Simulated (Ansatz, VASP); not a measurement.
**Two plane-wave programs on Sn**

```xyz
6
Lattice="4.6253 0.0000 0.0000 -2.3127 4.0056 0.0000 0.0000 0.0000 11.3203" Properties=species:S:1:pos:R:3 pbc="T T T"
Sn    0.0000    0.0000   -0.0004
Sn    0.0000    0.0000    2.8305
Sn    0.0000    2.6704    3.7730
Sn    0.0000    2.6704    6.6040
Sn    2.3127    1.3352    7.5465
Sn    2.3127    1.3352   10.3774
```

Alike in both runs: functional PBEsol; k mesh 12 × 12 × 4; occupations gaussian, width 0.1 eV; no spin polarisation.

Ansatz relaxed the structure, and its values are those at the end. VASP's run is a single point on that final structure, the one shown.

|  | VASP | Ansatz |
| --- | --- | --- |
| version | VASP 6.6.1 | Ansatz 0.2.0 |
| potentials or method | VASP PAW PBE potentials, release 64 (Sn_d), cutoff 520 eV | scalar-relativistic, plane waves, PAW |
| valence electrons in the cell | 84 | 84 |

|  | VASP | Ansatz | Ansatz less VASP |
| --- | --- | --- | --- |
| gap on the k mesh at the Fermi level (eV) | none | none | - |
| pressure (GPa) | -0.1 | 0.0 | +0.07 |
| rms of the force components (eV/Å) | 0.004 | 0.004 | 0.0000 |

VASP's potentials were made for PBE, not for PBEsol. A gap of «none» marks a metal or a gap that the smearing closes. The functional is the same, so the differences come from potentials, cutoffs and numerics.
